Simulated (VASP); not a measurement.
**LiPb2: single point with PBE**

The system is LiPb2.

```xyz
6
Lattice="5.5043 0.0000 0.0000 0.0000 5.5043 0.0000 0.0000 0.0000 5.5043" Properties=species:S:1:pos:R:3 pbc="T T T"
Li    0.0000    0.0000    0.0000
Li    2.7522    2.7522    2.7522
Pb    1.3761    1.3761    1.3761
Pb    1.3761    4.1282    4.1282
Pb    4.1282    4.1282    1.3761
Pb    4.1282    1.3761    4.1282
```

```
Program             : VASP 6.6.1
Task                : single point
Functional          : PBE
Potentials or basis : VASP PAW PBE potentials, release 64 (Li_sv, Pb_d)
Cutoff              : 520 eV
k mesh              : 4 × 4 × 4
Occupations         : gaussian, width 0.1 eV
Spin                : no spin polarisation
```

The band gap on the k mesh is zero (bands 31 and 32 overlap by 2.97 eV).

Levels at points of the mesh, in eV from the Fermi level:
| k point | band 29 | band 30 | band 31 | band 32 | band 33 | band 34 |
| --- | --- | --- | --- | --- | --- | --- |
| (0.00, 0.00, 0.00) | -2.48 | -0.26 | -0.26 | -0.26 | 1.43 | 1.43 |
| (0.50, 0.00, 0.00) | -1.13 | -1.13 | -0.80 | -0.80 | 0.52 | 0.52 |
| (0.50, 0.50, 0.00) | -1.41 | -1.41 | -0.62 | -0.62 | 0.21 | 0.21 |
| (0.50, 0.50, 0.50) | -3.53 | -3.22 | 2.17 | 2.17 | 2.17 | 3.40 |

Wall time 69 s on 1 thread of Intel(R) Xeon(R) Platinum 8375C CPU @ 2.90GHz (Ice Lake) (shared host), peak memory 0.27 GiB.

Caveat: spin-orbit coupling is left out, which moves the levels of the heavy elements.
